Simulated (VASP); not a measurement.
TiSi16 (a cell with a defect): single point with PBE

Crystal: TiSi16 (a cell with a defect).

```
CELL_PARAMETERS angstrom
0.00000 5.43000 5.43000
5.43000 0.00000 5.43000
5.43000 5.43000 0.00000
ATOMIC_POSITIONS crystal
Si 0.98373 0.98369 0.04858
Si 0.12523 0.12544 0.13594
Si 0.00934 0.00981 0.50895
Si 0.10844 0.10816 0.67491
Si 0.01466 0.49902 0.98716
Si 0.12519 0.61304 0.13617
Si 0.00931 0.47167 0.50923
Si 0.15999 0.61251 0.61504
Si 0.49878 0.01545 0.98635
Si 0.61321 0.12558 0.13541
Si 0.47166 0.00996 0.50831
Si 0.61235 0.16075 0.61400
Si 0.49874 0.49921 0.98651
Si 0.64205 0.64251 0.07273
Si 0.51756 0.51861 0.44526
Si 0.61225 0.61274 0.61425
Ti 0.78935 0.78970 0.63090
```

```json
{
 "Program": "VASP 6.6.1",
 "Task": "single point",
 "Functional": "PBE",
 "Potentials or basis": "VASP PAW PBE potentials, release 64 (Si, Ti_sv)",
 "Cutoff": "520 eV",
 "k mesh": "2 × 2 × 2",
 "Occupations": "gaussian, width 0.02 eV",
 "Spin": "no spin polarisation",
 "Dipole correction": "no",
 "Further INCAR settings": "LREAL = Auto; ALGO = Normal; EDIFF = 1e-06; NBANDS = 52"
}
```

| Quantity | Value |
| --- | --- |
| Pressure | 4.8 GPa |
| Largest force | 1.828 eV/Å |
| Band gap on the k mesh | zero (band 38 reaches 7.04 eV, above the bottom of band 39 at 6.63 eV) |

Forces on the atoms (eV/Å):
```
Si  -0.109 -0.107  0.107
Si  -0.086 -0.086  0.022
Si  -0.087 -0.084 -0.057
Si  -0.068 -0.074  0.071
Si  -0.072 -0.034  0.073
Si  -0.023 -0.086  0.087
Si   0.047 -0.082  0.084
Si  -0.112 -0.020  0.111
Si  -0.041 -0.075  0.075
Si  -0.086 -0.024  0.087
Si  -0.084  0.052  0.083
Si  -0.029 -0.108  0.103
Si  -0.074 -0.074  0.036
Si  -0.042 -0.041  0.042
Si  -0.097 -0.094  0.095
Si  -0.112 -0.115  0.018
Ti   1.075  1.053 -1.038
```

Stress tensor (GPa, compression positive):
```
 4.76 -0.79  0.77
-0.79  4.76  0.80
 0.77  0.80  4.75
```

Levels at points of the mesh, in eV from the Fermi level:
| k point | band 35 | band 36 | band 37 | band 38 | band 39 | band 40 | band 41 | band 42 |
| --- | --- | --- | --- | --- | --- | --- | --- | --- |
| (0.00, 0.00, 0.00) | -1.22 | -0.78 | -0.49 | -0.28 | -0.27 | -0.07 | -0.07 | 0.06 |
| (0.50, 0.00, 0.00) | -1.41 | -1.26 | -0.48 | 0.00 | 0.23 | 0.57 | 0.69 | 0.74 |
| (0.00, 0.50, 0.00) | -1.41 | -1.26 | -0.48 | -0.01 | 0.23 | 0.57 | 0.70 | 0.73 |
| (0.00, 0.00, 0.50) | -1.37 | -1.36 | -0.25 | -0.25 | -0.12 | 0.64 | 0.73 | 0.73 |
| (0.50, 0.50, 0.50) | -1.41 | -1.26 | -0.48 | -0.01 | 0.23 | 0.57 | 0.70 | 0.73 |
| (0.50, 0.50, 0.00) | -1.82 | -1.80 | -0.23 | 0.14 | 0.27 | 0.45 | 0.93 | 0.97 |
| (0.00, 0.50, 0.50) | -1.82 | -1.80 | -0.23 | 0.14 | 0.27 | 0.45 | 0.93 | 0.97 |
| (0.50, 0.00, 0.50) | -1.82 | -1.80 | -0.23 | 0.14 | 0.27 | 0.45 | 0.93 | 0.97 |

It took 2.3 min on 1 thread of Intel(R) Xeon(R) 6975P-C (Granite Rapids), with other jobs on the host, peak memory 0.5 GiB.

Caveat: the k points lie up to 0.50 Å⁻¹ apart.
